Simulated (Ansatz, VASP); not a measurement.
## YHf3 in VASP and in Ansatz

```
CELL_PARAMETERS angstrom
4.59186 0.00000 0.00000
0.00000 4.59186 0.00000
0.00000 0.00000 4.59186
ATOMIC_POSITIONS crystal
Y 0.00000 0.00000 0.00000
Hf 0.00000 0.50000 0.50000
Hf 0.50000 0.00000 0.50000
Hf 0.50000 0.50000 0.00000
```

Alike in both runs: functional PBE; k mesh 4 × 4 × 4; occupations gaussian, width 0.1 eV; no spin polarisation.

Ansatz relaxed the structure, and its values are those at the end. VASP's run is a single point on that final structure, the one shown.

```csv
,VASP,Ansatz
version,VASP 6.6.1,Ansatz 0.2.0
potentials or method,"VASP PAW PBE potentials, release 64 (Y_sv, Hf_pv), cutoff 520 eV","scalar-relativistic, plane waves, PAW"
valence electrons in the cell,41,89
```

```tsv
	VASP	Ansatz	Ansatz less VASP
gap on the k mesh at the Fermi level (eV)	none	none	-
pressure (GPa)	-0.2	0.1	+0.34
```

A gap of «none» marks a metal or a gap that the smearing closes. VASP's potentials hold 41 valence electrons a cell and Ansatz's 89, so a difference there can come from the potentials and not from the codes.

Neither program's run includes spin-orbit coupling.
